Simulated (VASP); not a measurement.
# Sb4Pt (Im-3m) in VASP: notebook

Runs on Sb4Pt. Level: PBE. Tasks: single point, relaxation of cell and atoms.

Program: VASP 6.6.1. These are calculated values, not measurements. Logs are shortened: lines on timing, memory, paths and dates and some standing lists are left out, and cuts for length are marked.

### Step 1. The cell of the first run

The structure is cubic, space group Im-3m (No. 229). Conventional cell: a = 6.563 Å, b = 6.563 Å, c = 6.563 Å, α = 90.00°, β = 90.00°, γ = 90.00°. Sb (site symmetry -3m) has 2 Pt at 2.84 Å and 6 Sb at 3.28 Å within 3.7 Å. Within 3.7 Å of Pt (site symmetry m-3m) lie 8 Sb at 2.84 Å.

### Step 2. Single point, PBE

File INCAR:

```
SYSTEM = Sb4Pt
ALGO = Normal
EDIFF = 1E-7
ENCUT = 520
GGA = PE
ISIF = 2
ISMEAR = 0
LASPH = .True.
LCHARG = .False.
LREAL = .False.
LWAVE = .False.
NBANDS = 23
NELM = 80
PREC = Accurate
SIGMA = 0.1
```

File KPOINTS:

```
k-points
0
Gamma
  4 4 4
  0 0 0
```

File POSCAR:

```
Sb4Pt
1.0
   -3.2813589728      3.2813589728      3.2813589728
    3.2813589728     -3.2813589728      3.2813589728
    3.2813589728      3.2813589728     -3.2813589728
Sb Pt
4 1
Direct
    0.5000000000      0.5000000000      0.5000000000
    0.0000000000      0.0000000000      0.5000000000
    0.0000000000      0.5000000000      0.0000000000
    0.5000000000      0.0000000000      0.0000000000
    0.0000000000      0.0000000000      0.0000000000
```

Potentials or basis: VASP PAW PBE potentials, release 64 (Sb, Pt).

The run is started by

```bash
cat potpaw_PBE.64/Sb/POTCAR potpaw_PBE.64/Pt/POTCAR > POTCAR
mpirun -np 1 vasp_std > vasp.out
```

OUTCAR:

```text
SYSTEM = Sb4Pt
   EDIFF = 1E-7
   ENCUT = 520
   GGA = PE
   ISIF = 2
   ISMEAR = 0
   LASPH = .True.
   LREAL = .False.
   NELM = 80
   PREC = Accurate

 ion  position               nearest neighbor table
   1  0.500  0.500  0.500-   5 2.84   5 2.84   4 3.28   2 3.28   4 3.28   3 3.28   2 3.28   3 3.28

   2  0.000  0.000  0.500-   5 2.84   5 2.84   4 3.28   1 3.28   3 3.28   3 3.28   4 3.28   1 3.28

   3  0.000  0.500  0.000-   5 2.84   5 2.84   4 3.28   1 3.28   2 3.28   2 3.28   1 3.28   4 3.28

   4  0.500  0.000  0.000-   5 2.84   5 2.84   3 3.28   1 3.28   1 3.28   2 3.28   2 3.28   3 3.28

   5  0.000  0.000  0.000-   1 2.84   2 2.84   3 2.84   4 2.84   2 2.84   3 2.84   4 2.84   1 2.84

  LATTYP: Found a body centered cubic cell.
 ALAT       =     6.5627179456

  Lattice vectors:

 A1 = (  -3.2813589728,   3.2813589728,   3.2813589728)
 A2 = (   3.2813589728,  -3.2813589728,   3.2813589728)
 A3 = (   3.2813589728,   3.2813589728,  -3.2813589728)

Analysis of symmetry for initial positions (statically):
=====================================================================
 Subroutine PRICEL returns:
 Original cell was already a primitive cell.

 Routine SETGRP: Setting up the symmetry group for a
 body centered cubic supercell.

 Subroutine GETGRP returns: Found 48 space group operations
[... 9 lines left out ...]

 Routine SETGRP: Setting up the symmetry group for a
 body centered cubic supercell.

 Subroutine GETGRP returns: Found 48 space group operations
[... 11 lines left out ...]
                                     Primitive cell

  volume of cell :     141.3257

  direct lattice vectors                    reciprocal lattice vectors
    -3.281358973  3.281358973  3.281358973     0.000000000  0.152375892  0.152375892
     3.281358973 -3.281358973  3.281358973     0.152375892  0.000000000  0.152375892
     3.281358973  3.281358973 -3.281358973     0.152375892  0.152375892  0.000000000

  length of vectors
     5.683480459  5.683480459  5.683480459     0.215492053  0.215492053  0.215492053

  position of ions in fractional coordinates (direct lattice)
     0.500000000  0.500000000  0.500000000
     0.000000000  0.000000000  0.500000000
     0.000000000  0.500000000  0.000000000
     0.500000000  0.000000000  0.000000000
     0.000000000  0.000000000  0.000000000

  ion indices of the primitive-cell ions
   primitive index   ion index
                 1           1
[... 55 lines left out ...]
   LSORBIT =      F    spin-orbit coupling
   LASPH  =      T    aspherical Exc in radial PAW
   ENCUT  =  520.0 eV  38.22 Ry    6.18 a.u.  10.57 10.57 10.57*2*pi/ulx,y,z
   NELM   =     80;   NELMIN=  2; NELMDL= -5     # of ELM steps
   EDIFF  = 0.1E-06   stopping-criterion for ELM
   LREAL  =      F    real-space projection
   EDIFFG = 0.1E-05   stopping-criterion for IOM
   NSW    =      0    number of steps for IOM
   IBRION =     -1    ionic relax: 0-MD 1-quasi-New 2-CG
   NFREE  =      0    steps in history (QN), initial steepest desc. (CG)
   ISIF   =      2    stress and relaxation
   ISYM   =      2    0-nonsym 1-usesym 2-fastsym
   POTIM  = 0.5000    time-step for ionic-motion
   TEBEG  =    0.0;   TEEND  =   0.0 temperature during run
   PSTRESS=    0.0 pullay stress
   NELECT =      30.0000    total number of electrons
   NUPDOWN=      -1.0000    fix difference up-down
   EMIN   =  10.00;   EMAX   =-10.00  energy-range for DOS
   EFERMI =   0.00;   METHOD = LEGACY
   ISMEAR =     0;   SIGMA  =   0.10  broadening in eV -4-tet -1-fermi 0-gaus
   EFERMI_NEDOS =   21; number of points for ismear=-14 and -15
   IALGO  =     38    algorithm
   IMIX   =      4    mixing-type and parameters
     AMIX     =   0.40;   BMIX     =  1.00
     AMIX_MAG =   1.60;   BMIX_MAG =  1.00
  volume/ion in A,a.u.               =      28.27       190.74
  Fermi-wavevector in a.u.,A,eV,Ry     =   0.976581  1.845470 12.976013  0.953710
  Thomas-Fermi vector in A             =   2.107211
   LORBIT       =      0    0 simple, 1 ext, 2 COOP (PROOUT), +10 PAW based schemes
   GGA     = PE    functional components
   LHFCALC =     F    Hartree Fock is set to
   AEXX    =    0.0000 exact exchange contribution
   IVDW    =     0    specifies the selected vdW correction
   LEPSILON=     F    determine dielectric tensor
   LRPA    =     F    only Hartree local field effects (RPA)
 non-spin polarized calculation
 Gauss-broadening in eV      SIGMA  =   0.10
  energy-cutoff  :      520.00
  volume of cell :      141.33
 maximum number of plane-waves:      3832
   NGX = 21   NGY = 21   NGZ = 21

 number of electron      29.9999993 magnetization

 Free energy of the ion-electron system (eV)
  ---------------------------------------------------
  ext. energy  EPLUGINS =         0.00000000
  ---------------------------------------------------
  free energy    TOTEN  =       -22.03545603 eV

  energy without entropy =      -22.01110645  energy(sigma->0) =      -22.02328124

 E-fermi :   7.0336     XC(G=0):  -9.7983

 val. band max:        7.0110980590   @ k =   0.5000   0.5000   0.2500
 cond. band min:       7.1196289497   @ k =   0.2500   0.2500   0.0000
 fundamental gap:      0.1085308907
 Fermi energy:         7.0336275182

 k-point     1 :       0.0000    0.0000    0.0000
  band No.  band energies     occupation
      1      -5.0622      2.00000
      2      -1.3845      2.00000
      3      -1.3845      2.00000
      4      -1.3845      2.00000
      5       3.0325      2.00000
      6       3.0325      2.00000
[... 197 lines left out ...]
     22      12.3183      0.00000
     23      12.3183      0.00000

------------------------ aborting loop because EDIFF is reached ----------------------------------------

  FORCE on cell =-STRESS in cart. coord.  units (eV):
  Direction    XX          YY          ZZ          XY          YZ          ZX
  --------------------------------------------------------------------------------------
  -------------------------------------------------------------------------------------
  Total       -0.1809496     -0.1809496     -0.1809496     -0.0000000      0.0000000     -0.0000000
  in kB       -2.0513844     -2.0513844     -2.0513844     -0.0000000      0.0000000     -0.0000000
  external PRESSURE =      -2.0513844 kB  Pullay stress =       0.0000000 kB

 VOLUME and BASIS-vectors are now :
 -----------------------------------------------------------------------------
  energy-cutoff  :      520.00
  volume of cell :      141.33
      direct lattice vectors                 reciprocal lattice vectors
    -3.281358973  3.281358973  3.281358973     0.000000000  0.152375892  0.152375892
     3.281358973 -3.281358973  3.281358973     0.152375892  0.000000000  0.152375892
     3.281358973  3.281358973 -3.281358973     0.152375892  0.152375892  0.000000000

 POSITION                                       TOTAL-FORCE (eV/Angst)
 -----------------------------------------------------------------------------------
      1.64068      1.64068      1.64068         0.000000     -0.000000     -0.000000
      1.64068      1.64068     -1.64068        -0.000000      0.000000     -0.000000
      1.64068     -1.64068      1.64068         0.000000     -0.000000     -0.000000
     -1.64068      1.64068      1.64068         0.000000     -0.000000      0.000000
      0.00000      0.00000      0.00000         0.000000     -0.000000      0.000000
 -----------------------------------------------------------------------------------
    total drift:                               -0.000000     -0.000000      0.000000

  FREE ENERGIE OF THE ION-ELECTRON SYSTEM (eV)
  ---------------------------------------------------
  free  energy   TOTEN  =       -22.0354560278 eV

  energy  without entropy=      -22.0111064482  energy(sigma->0) =      -22.02328124
```

OSZICAR:

```text
N       E                     dE             d eps       ncg     rms          rms(c)
DAV:   1     0.156008480529E+03    0.15601E+03   -0.10741E+04   368   0.106E+03
DAV:   2    -0.114536588190E+02   -0.16746E+03   -0.15485E+03   454   0.188E+02
DAV:   3    -0.220654352596E+02   -0.10612E+02   -0.10251E+02   474   0.508E+01
DAV:   4    -0.222092520240E+02   -0.14382E+00   -0.14362E+00   403   0.659E+00
DAV:   5    -0.222116022175E+02   -0.23502E-02   -0.23495E-02   483   0.928E-01    0.840E+00
DAV:   6    -0.220866624486E+02    0.12494E+00   -0.66488E-01   410   0.602E+00    0.487E+00
DAV:   7    -0.220482598703E+02    0.38403E-01   -0.22585E-01   404   0.379E+00    0.250E+00
DAV:   8    -0.220354547076E+02    0.12805E-01   -0.55436E-02   403   0.169E+00    0.213E-01
DAV:   9    -0.220353928757E+02    0.61832E-04   -0.44266E-03   432   0.395E-01    0.171E-01
DAV:  10    -0.220354790904E+02   -0.86215E-04   -0.11745E-03   417   0.226E-01    0.627E-02
DAV:  11    -0.220354487782E+02    0.30312E-04   -0.85364E-05   466   0.736E-02    0.148E-02
DAV:  12    -0.220354565471E+02   -0.77689E-05   -0.14788E-05   417   0.186E-02    0.829E-03
DAV:  13    -0.220354557579E+02    0.78913E-06   -0.98430E-07   403   0.505E-03    0.250E-03
DAV:  14    -0.220354559420E+02   -0.18409E-06   -0.14558E-07   353   0.193E-03    0.131E-03
DAV:  15    -0.220354560278E+02   -0.85809E-07   -0.76238E-08   240   0.199E-03
   1 F= -.22035456E+02 E0= -.22023281E+02  d E =-.243496E-01
```

Run time: 16 s. Hardware: 1 thread of Intel Xeon 6975P-C (Granite Rapids), shared host; peak memory 0.25 GiB.

What came out:

```yaml
Free_energy: -22.0355 eV
Pressure: -0.2 GPa
Band_gap_on_the_k_mesh: zero (band 15 reaches 7.29 eV, above the bottom of band 16 at 6.18 eV)
```

Levels at points of the mesh, in eV from the Fermi level:
```
           k point  band 11  band 12  band 13  band 14  band 15  band 16  band 17  band 18  band 19  band 20
(0.00, 0.00, 0.00)    -3.20    -3.20    -2.18    -2.18    -2.18    -0.85     2.15     2.15     2.15     2.93
(0.50, 0.00, 0.00)    -2.02    -1.89    -1.17    -0.84    -0.41    -0.06     0.19     0.75     1.86     3.45
(0.50, 0.50, 0.50)    -2.14    -2.14    -0.13    -0.13    -0.13     3.84     3.84     3.84     4.01     4.01
```

Caveat: spin-orbit coupling is left out, which moves the levels of the heavy elements.

### Step 3. Relaxation of cell and atoms, PBE

This run uses another cell than the first one, of 31.48 Å³/atom, 1.114 times its volume.

File INCAR:

```
SYSTEM = Sb4Pt
ALGO = Normal
EDIFF = 1E-6
EDIFFG = -0.04
ENCUT = 600
GGA = PE
IBRION = 2
ISIF = 3
ISMEAR = 0
LASPH = .True.
LCHARG = .False.
LREAL = .False.
LWAVE = .False.
NELM = 80
NSW = 90
PREC = Accurate
SIGMA = 0.1
```

KPOINTS is that of step 2.

Changes to POSCAR since step 2:

```diff
@@ -2,5 +2,5 @@
 1.0
-   -3.2813589728      3.2813589728      3.2813589728
-    3.2813589728     -3.2813589728      3.2813589728
-    3.2813589728      3.2813589728     -3.2813589728
+   -3.4011933900      3.4011933900      3.4011933900
+    3.4011933900     -3.4011933900      3.4011933900
+    3.4011933900      3.4011933900     -3.4011933900
 Sb Pt
```

Potentials or basis: VASP PAW PBE potentials, release 64 (Sb, Pt).

The run is started by

```bash
cat potpaw_PBE.64/Sb/POTCAR potpaw_PBE.64/Pt/POTCAR > POTCAR
mpirun -np 1 vasp_std > vasp.out
```

Run time: 46 s. Hardware: 1 thread of Intel Xeon 6975P-C (Granite Rapids), shared host; peak memory 0.34 GiB.

Results (log left out):

```
Free energy                            : -22.0361 eV
Relaxed volume                         : 28.20 Å³/atom
Relaxed cell                           : a = 5.679 Å, b = 5.679 Å, c = 5.679 Å, α = 109.47°, β = 109.47°, γ = 109.47°
Space group after relaxing (to 0.05 Å) : Im-3m (No. 229)
Energy gained by relaxing              : 67.6 meV/atom
Ionic steps                            : 3
Pressure after relaxing                : 0.0 GPa
Band gap on the k mesh                 : zero (band 15 reaches 7.32 eV, above the bottom of band 16 at 6.21 eV)
```

Step by step:
```
step  energy change (eV)  largest force (eV/Å)  pressure (GPa)  volume (Å³)
   1              0.0000                0.0000           -5.91       157.38
   2             -0.2110                0.0000            5.05       132.37
   3             -0.3381                0.0000           -0.04       140.99
```

Final structure:
```
Sb Pt
1.0
    -3.27874    3.27874    3.27874
     3.27874   -3.27874    3.27874
     3.27874    3.27874   -3.27874
Sb Pt
4 1
Direct
  0.50000 0.50000 0.50000
  0.00000 0.00000 0.50000
  0.00000 0.50000 0.00000
  0.50000 0.00000 0.00000
  0.00000 0.00000 0.00000
```

Levels at points of the mesh, in eV from the Fermi level:
```csv
k point,band 12,band 13,band 14,band 15,band 16,band 17,band 18,band 19
"(0.00, 0.00, 0.00)",-3.21,-2.18,-2.18,-2.18,-0.85,2.15,2.15,2.15
"(0.50, 0.00, 0.00)",-1.90,-1.17,-0.84,-0.41,-0.06,0.18,0.76,1.87
"(0.50, 0.50, 0.50)",-2.15,-0.14,-0.14,-0.14,3.84,3.84,3.84,4.02
```

Caveat: spin-orbit coupling is left out, which moves the levels of the heavy elements.

### Step 4. Single point, PBE

File INCAR:

```
PREC = Accurate
ENCUT = 520
EDIFF = 1E-6
ISMEAR = 0
SIGMA = 0.1
LREAL = False
LASPH = True
NELM = 100
ALGO = Normal
ISIF = 2
LWAVE = False
LCHARG = False
GGA = PE
NBANDS = 23
```

File KPOINTS:

```
regular mesh
0
Gamma
  8 8 8
```

Changes to POSCAR since step 3:

```diff
@@ -2,5 +2,5 @@
 1.0
-   -3.4011933900      3.4011933900      3.4011933900
-    3.4011933900     -3.4011933900      3.4011933900
-    3.4011933900      3.4011933900     -3.4011933900
+   -3.2813589728      3.2813589728      3.2813589728
+    3.2813589728     -3.2813589728      3.2813589728
+    3.2813589728      3.2813589728     -3.2813589728
 Sb Pt
```

The run is started by

```bash
cat potpaw_PBE.64/Sb/POTCAR potpaw_PBE.64/Pt/POTCAR > POTCAR
mpirun -np 1 vasp_std > vasp.out
```

It took 1.9 min on 1 thread of AMD EPYC 7R43 (Zen 3), shared host; peak memory 0.26 GiB.

Results (log left out):

| Quantity | Value |
| --- | --- |
| Free energy | -22.0781 eV |
| Pressure | -0.2 GPa |
| Band gap on the k mesh | zero (band 15 reaches 7.80 eV, above the bottom of band 16 at 6.21 eV) |

Levels at points of the mesh, in eV from the Fermi level:
| k point | band 12 | band 13 | band 14 | band 15 | band 16 | band 17 | band 18 | band 19 |
| --- | --- | --- | --- | --- | --- | --- | --- | --- |
| (0.00, 0.00, 0.00) | -3.12 | -2.02 | -2.02 | -2.02 | -0.73 | 2.23 | 2.23 | 2.23 |
| (0.50, 0.00, 0.00) | -1.81 | -1.10 | -0.73 | -0.31 | 0.03 | 0.26 | 0.82 | 1.95 |
| (0.50, 0.50, 0.50) | -2.00 | -0.04 | -0.04 | -0.04 | 3.93 | 3.93 | 3.93 | 4.08 |

Caveat: spin-orbit coupling is left out, which moves the levels of the heavy elements.

(Part 1 of 2 ends here.)
